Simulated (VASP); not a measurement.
Here is a VASP 6.6.1 calculation.

File INCAR:

```
SYSTEM = Sn
PREC = Accurate
ENCUT = 520
EDIFF = 1E-6
ISMEAR = 1
SIGMA = 0.2
LREAL = .False.
LASPH = .True.
NELM = 80
ALGO = Normal
ISIF = 2
LWAVE = .False.
LCHARG = .True.
LELF = .True.
LVHAR = .True.
NBANDS = 21
```

Contents of KPOINTS:

```
regular mesh
0
Gamma
  11 11 8
  0 0 0
```

POSCAR

```
Sn
1.0
   -2.8994216605      2.9008009606      1.5581694818
    2.9008009606     -2.8994216605      1.5581694818
    2.8985835788      2.8985835788     -1.5556411493
Sn
2
Direct
    0.0000164062      0.9999835938      0.0000000000
    0.7499835938      0.2500164062      0.5000000000
```

Potentials or basis: VASP PAW LDA potentials, release 64 (Sn_d).

The run is started by

```console
$ cat potpaw_LDA.64/Sn_d/POTCAR > POTCAR
$ mpirun -np 1 vasp_std > vasp.out
```

Estimate the pressure.

0.0 GPa.

Predict the band gap on the k mesh.

zero (bands 14 and 15 overlap by 3.81 eV).

Stress tensor (GPa, compression positive):
```
 0.06 -0.01 -0.02
-0.01  0.06 -0.02
-0.02 -0.02 -0.09
```

Caveat: spin-orbit coupling is left out, which moves the levels of the heavy elements.
